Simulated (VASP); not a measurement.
# AlCo (AlCo (110), 4 layers) in VASP: notebook

The runs below take AlCo (AlCo (110), 4 layers) through single point, with PBE.

All numbers are computed with VASP 6.6.1; they aren't measurements. Logs are shortened: lines on timing, memory, paths and dates and some standing lists are left out, and cuts for length are marked.

### Step 1. The cell of the first run

The cell holds a slab with vacuum, 8 atoms: a = 2.853 Å, b = 4.034 Å, c = 22.052 Å, α = 90.00°, β = 90.00°, γ = 90.00°.

### Step 2. Single point, PBE

Input file INCAR:

```
PREC     = Accurate       # precision mode
ENCUT    = 520            # plane-wave cutoff, eV
EDIFF    = 1E-6           # SCF threshold, eV
ISMEAR   = -1             # smearing method
SIGMA    = 0.1            # smearing width, eV
LREAL    = F              # projectors in reciprocal space
LASPH    = T              # aspherical terms in the spheres
NELM     = 60             # most SCF steps
ALGO     = Normal         # electronic algorithm
ISIF     = 2              # what is computed and relaxed
LWAVE    = F              # write WAVECAR
LCHARG   = T              # write CHGCAR
LDIPOL   = T            
IDIPOL   = 3            
DIPOL    = 0.5 0.5 0.500
GGA      = PE             # functional
LELF     = T              # ELF
LVHAR    = T            
LVACPOTAV= T            
NBANDS   = 34             # bands
```

Input file KPOINTS:

```
Automatic mesh
0
Gamma
  13 9 1
```

Input file POSCAR:

```
AlCo
1.0
    2.8528193276      0.0000000000      0.0000000000
    0.0000000000      4.0344957842      0.0000000000
    0.0000000000      0.0000000000     22.0517000000
Co Al
4 4
Direct
    0.7500000000      0.0000000000      0.3662222349
    0.7500000000      0.5000000000      0.4548311272
    0.7500000000      0.0000000000      0.5451688386
    0.7500000000      0.5000000000      0.6337776165
    0.2500000000      0.5000000000      0.3584857918
    0.2500000000      0.0000000000      0.4542236690
    0.2500000000      0.5000000000      0.5457764958
    0.2500000000      0.0000000000      0.6415142250
```

Potentials or basis: VASP PAW PBE potentials, release 64 (Co, Al).

Run with:

```console
$ cat potpaw_PBE.64/Co/POTCAR potpaw_PBE.64/Al/POTCAR > POTCAR
$ mpirun -np 1 vasp_std > vasp.out
```

OUTCAR:

```text
PREC = Accurate
   ENCUT = 520
   EDIFF = 1E-6
   ISMEAR = -1
   LREAL = F
   LASPH = T
   NELM = 60
   ISIF = 2
   GGA = PE

 ion  position               nearest neighbor table
   1  0.750  0.000  0.366-   6 2.41   6 2.41   5 2.48   5 2.48   5 2.48   5 2.48   2 2.81   2 2.81

   2  0.750  0.500  0.455-   7 2.46   7 2.46   6 2.47   6 2.47   6 2.47   6 2.47   5 2.56   5 2.56
                             1 2.81   1 2.81   3 2.84   3 2.84
   3  0.750  0.000  0.545-   6 2.46   6 2.46   7 2.47   7 2.47   7 2.47   7 2.47   8 2.56   8 2.56
                             4 2.81   4 2.81   2 2.84   2 2.84
   4  0.750  0.500  0.634-   7 2.41   7 2.41   8 2.48   8 2.48   8 2.48   8 2.48   3 2.81   3 2.81

   5  0.250  0.500  0.358-   1 2.48   1 2.48   1 2.48   1 2.48   2 2.56   2 2.56   6 2.92   6 2.92

   6  0.250  0.000  0.454-   1 2.41   1 2.41   3 2.46   3 2.46   2 2.47   2 2.47   2 2.47   2 2.47
                             7 2.85   7 2.85   5 2.92   5 2.92
   7  0.250  0.500  0.546-   4 2.41   4 2.41   2 2.46   2 2.46   3 2.47   3 2.47   3 2.47   3 2.47
                             6 2.85   6 2.85   8 2.92   8 2.92
   8  0.250  0.000  0.642-   4 2.48   4 2.48   4 2.48   4 2.48   3 2.56   3 2.56   7 2.92   7 2.92

  LATTYP: Found a simple orthorhombic cell.
 ALAT       =     2.8528193276
 B/A-ratio  =     1.4142135624
 C/A-ratio  =     7.7297919944

  Lattice vectors:

 A1 = (   2.8528193276,   0.0000000000,   0.0000000000)
 A2 = (   0.0000000000,   4.0344957842,   0.0000000000)
 A3 = (   0.0000000000,   0.0000000000,  22.0517000000)

Analysis of symmetry for initial positions (statically):
=====================================================================
 Subroutine PRICEL returns:
 Original cell was already a primitive cell.

 Routine SETGRP: Setting up the symmetry group for a
 simple orthorhombic supercell.

 Subroutine GETGRP returns: Found  8 space group operations
 (whereof  2 operations were pure point group operations)
 out of a pool of  8 trial point group operations.

The static configuration has the point symmetry C_1h.
 The point group associated with its full space group is D_2h.

Analysis of symmetry for dynamics (positions and initial velocities):
=====================================================================
 Subroutine PRICEL returns:
 Original cell was already a primitive cell.

 Routine SETGRP: Setting up the symmetry group for a
 simple orthorhombic supercell.

 Subroutine GETGRP returns: Found  8 space group operations
 (whereof  2 operations were pure point group operations)
[... 127 lines left out ...]
   NUPDOWN=      -1.0000    fix difference up-down
   EMIN   =  10.00;   EMAX   =-10.00  energy-range for DOS
   EFERMI =   0.00;   METHOD = LEGACY
   ISMEAR =    -1;   SIGMA  =   0.10  broadening in eV -4-tet -1-fermi 0-gaus
   EFERMI_NEDOS =   21; number of points for ismear=-14 and -15
   IALGO  =     38    algorithm
   IMIX   =      4    mixing-type and parameters
     AMIX     =   0.40;   BMIX     =  1.00
     AMIX_MAG =   1.60;   BMIX_MAG =  1.00
  volume/ion in A,a.u.               =      31.73       214.10
  Fermi-wavevector in a.u.,A,eV,Ry     =   0.939695  1.775765 12.014296  0.883026
  Thomas-Fermi vector in A             =   2.067032
   LORBIT       =      0    0 simple, 1 ext, 2 COOP (PROOUT), +10 PAW based schemes
   GGA     = PE    functional components
   LHFCALC =     F    Hartree Fock is set to
   AEXX    =    0.0000 exact exchange contribution
   IVDW    =     0    specifies the selected vdW correction
   LEPSILON=     F    determine dielectric tensor
   LRPA    =     F    only Hartree local field effects (RPA)
 non-spin polarized calculation
  energy-cutoff  :      520.00
  volume of cell :      253.81
 maximum number of plane-waves:      6873
 NGX is ok and might be reduce to    24
   NGX = 11   NGY = 15   NGZ = 83

 dipolmoment           0.000000      0.000000     -0.000000 electrons x Angstroem

 number of electron      47.9999990 magnetization

 dipolmoment           0.000000      0.000000      0.000003 electrons x Angstroem

 Free energy of the ion-electron system (eV)
  ---------------------------------------------------
  ext. energy  EPLUGINS =         0.00000000
  ---------------------------------------------------
  free energy    TOTEN  =       -44.94492934 eV

  energy without entropy =      -44.74521629  energy(sigma->0) =      -44.84507282

 E-fermi :   0.7486     XC(G=0):  -5.4354

 val. band max:        0.7443832675   @ k =   0.0769   0.4444   0.0000
 cond. band min:       0.7587140571   @ k =   0.4615   0.1111   0.0000
 fundamental gap:      0.0143307896
 Fermi energy:         0.7486196093

 k-point     1 :       0.0000    0.0000    0.0000
  band No.  band energies     occupation
      1      -9.4380      2.00000
      2      -8.0195      2.00000
      3      -6.1544      2.00000
      4      -4.4420      2.00000
      5      -2.2573      2.00000
      6      -2.0134      2.00000
[... 877 lines left out ...]
     33       6.3964      0.00000
     34       7.0300      0.00000

 [... further k-points ...]

------------------------ aborting loop because EDIFF is reached ----------------------------------------

  FORCE on cell =-STRESS in cart. coord.  units (eV):
  Direction    XX          YY          ZZ          XY          YZ          ZX
  --------------------------------------------------------------------------------------
  -------------------------------------------------------------------------------------
  Total       -5.1757451     -3.3027146     -0.0370904      0.0000000      0.0000000     -0.0000000
  in kB      -32.6721607    -20.8485581     -0.2341349      0.0000000      0.0000000     -0.0000000
  external PRESSURE =     -17.9182846 kB  Pullay stress =       0.0000000 kB

 VOLUME and BASIS-vectors are now :
 -----------------------------------------------------------------------------
  energy-cutoff  :      520.00
  volume of cell :      253.81
      direct lattice vectors                 reciprocal lattice vectors
     2.852819328  0.000000000  0.000000000     0.350530435  0.000000000  0.000000000
     0.000000000  4.034495784  0.000000000     0.000000000  0.247862448  0.000000000
     0.000000000  0.000000000 22.051700000     0.000000000  0.000000000  0.045347978

 POSITION                                       TOTAL-FORCE (eV/Angst)
 -----------------------------------------------------------------------------------
      2.13961      0.00000      8.07582         0.000000      0.000000     -0.010586
      2.13961      2.01725     10.02980         0.000000     -0.000000     -0.005697
      2.13961      0.00000     12.02190         0.000000      0.000000      0.005697
      2.13961      2.01725     13.97587         0.000000     -0.000000      0.010586
      0.71320      2.01725      7.90522         0.000000     -0.000000      0.014993
      0.71320      0.00000     10.01640         0.000000     -0.000000      0.005527
      0.71320      2.01725     12.03530         0.000000     -0.000000     -0.005527
      0.71320      0.00000     14.14648         0.000000     -0.000000     -0.014993
 -----------------------------------------------------------------------------------
    total drift:                                0.000000     -0.000000      0.000769

  FREE ENERGIE OF THE ION-ELECTRON SYSTEM (eV)
  ---------------------------------------------------
  free  energy   TOTEN  =       -44.9449293423 eV

  energy  without entropy=      -44.7452162882  energy(sigma->0) =      -44.84507282

 vacuum level on the upper side and lower side of the slab         5.588         5.588
```

OSZICAR:

```text
N       E                     dE             d eps       ncg     rms          rms(c)
DAV:   1     0.313382504266E+03    0.31338E+03   -0.18763E+04  2380   0.124E+03
DAV:   2    -0.308757306008E+02   -0.34426E+03   -0.32660E+03  2454   0.299E+02
DAV:   3    -0.511895880326E+02   -0.20314E+02   -0.19613E+02  2826   0.103E+02
[... 18 lines left out ...]
DAV:  22    -0.449449054679E+02   -0.84679E-04   -0.72640E-06  2152   0.163E-02    0.204E-03
DAV:  23    -0.449449207684E+02   -0.15301E-04   -0.14062E-06  1982   0.702E-03    0.133E-03
DAV:  24    -0.449449273475E+02   -0.65791E-05   -0.50714E-07  1822   0.285E-03    0.458E-04
DAV:  25    -0.449449284376E+02   -0.10901E-05   -0.56311E-08  1654   0.123E-03    0.319E-04
DAV:  26    -0.449449293423E+02   -0.90473E-06   -0.55714E-08  1652   0.906E-04
   1 F= -.44944929E+02 E0= -.44845073E+02  d E =-.199713E+00
```

stdout:

```text
POSCAR found type information on POSCAR CoAl
 POSCAR found :  2 types and       8 ions
 scaLAPACK will be used
 LDA part: xc-table for (Slater+PW92), standard interpolation
 POSCAR, INCAR and KPOINTS ok, starting setup
 FFT: planning ... GRIDC
 FFT: planning ... GRID_SOFT
 FFT: planning ... GRID
 WAVECAR not read
 entering main loop
 -----------------------------------------------------------------------------
|                                                                             |
|           W    W    AA    RRRRR   N    N  II  N    N   GGGG   !!!           |
|           W    W   A  A   R    R  NN   N  II  NN   N  G    G  !!!           |
|           W    W  A    A  R    R  N N  N  II  N N  N  G       !!!           |
|           W WW W  AAAAAA  RRRRR   N  N N  II  N  N N  G  GGG   !            |
|           WW  WW  A    A  R   R   N   NN  II  N   NN  G    G                |
|           W    W  A    A  R    R  N    N  II  N    N   GGGG   !!!           |
|                                                                             |
|     Did not find any points to average over, which means that no vacuum     |
|     field-free region was found. Please increase the size of  your cell     |
|     in the dimension of the dipole correction to obtain accurate            |
|     workfunction values.                                                    |
|                                                                             |
 -----------------------------------------------------------------------------
```

Wall time 9.7 min (1 thread of Intel Xeon 6975P-C, shared host); peak memory 0.49 GiB.

What came out:

```yaml
Free_energy: -44.9449 eV
Largest_force: 0.015 eV/Å
Band_gap_on_the_k_mesh: zero (band 24 reaches 1.35 eV, above the bottom of band 25 at 0.38 eV)
```

Forces on the atoms (eV/Å):
```
Co   0.000  0.000 -0.011
Co   0.000  0.000 -0.006
Co   0.000  0.000  0.006
Co   0.000  0.000  0.011
Al   0.000  0.000  0.015
Al   0.000  0.000  0.006
Al   0.000  0.000 -0.006
Al   0.000  0.000 -0.015
```

Levels at points of the mesh, in eV from the Fermi level:
| k point | band 21 | band 22 | band 23 | band 24 | band 25 | band 26 | band 27 | band 28 |
| --- | --- | --- | --- | --- | --- | --- | --- | --- |
| (0.00, 0.00, 0.00) | -0.48 | -0.47 | -0.45 | -0.45 | -0.37 | -0.35 | 1.09 | 2.83 |

### Step 3. Single point, PBE

Input file INCAR:

```
SYSTEM = AlCo
ALGO = Normal
DIPOL = 0.5 0.5 0.500
EDIFF = 1E-7
ENCUT = 520
GGA = PE
IDIPOL = 3
ISIF = 2
ISMEAR = -1
LASPH = .True.
LCHARG = .True.
LDIPOL = .True.
LELF = .True.
LREAL = .False.
LVACPOTAV = .True.
LVHAR = .True.
LWAVE = .False.
NBANDS = 34
NELM = 60
PREC = Accurate
SIGMA = 0.1
```

Input file KPOINTS:

```
k-points
0
Gamma
  13 9 1
  0 0 0
```

POSCAR is that of step 2.

Potentials or basis: VASP PAW PBE potentials, release 64 (Co, Al).

Run with:

```console
$ cat potpaw_PBE.64/Co/POTCAR potpaw_PBE.64/Al/POTCAR > POTCAR
$ mpirun -np 1 vasp_std > vasp.out
```

Wall time 11 min (1 thread of Intel Xeon 6975P-C, shared host); peak memory 0.49 GiB.

It converged, with:

| Item | Value |
| --- | --- |
| Free energy | -44.9449 eV |
| Largest force | 0.015 eV/Å |
| Band gap on the k mesh | zero (band 24 reaches 1.35 eV, above the bottom of band 25 at 0.38 eV) |

Forces on the atoms (eV/Å):
```
Co   0.000  0.000 -0.011
Co   0.000  0.000 -0.006
Co   0.000  0.000  0.006
Co   0.000  0.000  0.011
Al   0.000  0.000  0.015
Al   0.000  0.000  0.006
Al   0.000  0.000 -0.006
Al   0.000  0.000 -0.015
```

Levels at points of the mesh, in eV from the Fermi level:
```
           k point  band 22  band 23  band 24  band 25  band 26  band 27
(0.00, 0.00, 0.00)    -0.47    -0.45    -0.45    -0.37    -0.35     1.09
```
